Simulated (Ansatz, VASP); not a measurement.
**Nb2B5 in VASP and in Ansatz**

```xyz
14
Lattice="0.0000 4.3933 4.3933 4.3933 0.0000 4.3933 4.3933 4.3933 0.0000" Properties=species:S:1:pos:R:3 pbc="T T T"
Nb    5.4916    5.4916    5.4916
Nb    5.4916    3.2950    3.2950
Nb    3.2950    3.2950    5.4916
Nb    3.2950    5.4916    3.2950
B     2.1966    2.1966    2.1966
B     0.0000    0.0000    0.0000
B     3.1547    3.1547    3.1547
B     7.8285    5.3513    5.3513
B     5.6318    5.6318    3.1547
B     5.3513    7.8285    5.3513
B     3.1547    5.6318    5.6318
B     7.8285    7.8285    7.8285
B     5.6318    3.1547    5.6318
B     5.3513    5.3513    7.8285
```

Alike in both runs: functional PBE; k mesh 8 × 8 × 8; occupations gaussian, width 0.1 eV; no spin polarisation.

Ansatz relaxed the structure, and its values are those at the end. VASP's run is a single point on that final structure, the one shown.

|  | VASP | Ansatz |
| --- | --- | --- |
| version | VASP 6.6.1 | Ansatz 0.2.0 |
| potentials or method | VASP PAW PBE potentials, release 64 (Nb_sv, B), cutoff 520 eV | scalar-relativistic, plane waves, PAW |
| valence electrons in the cell | 82 | 82 |

```tsv
	VASP	Ansatz	Ansatz less VASP
gap on the k mesh at the Fermi level (eV)	none	none	-
pressure (GPa)	-0.2	0.0	+0.18
rms of the force components (eV/Å)	0.007	0.001	-0.0063
```

A gap of «none» marks a metal or a gap that the smearing closes. The functional is the same, so the differences come from potentials, cutoffs and numerics.
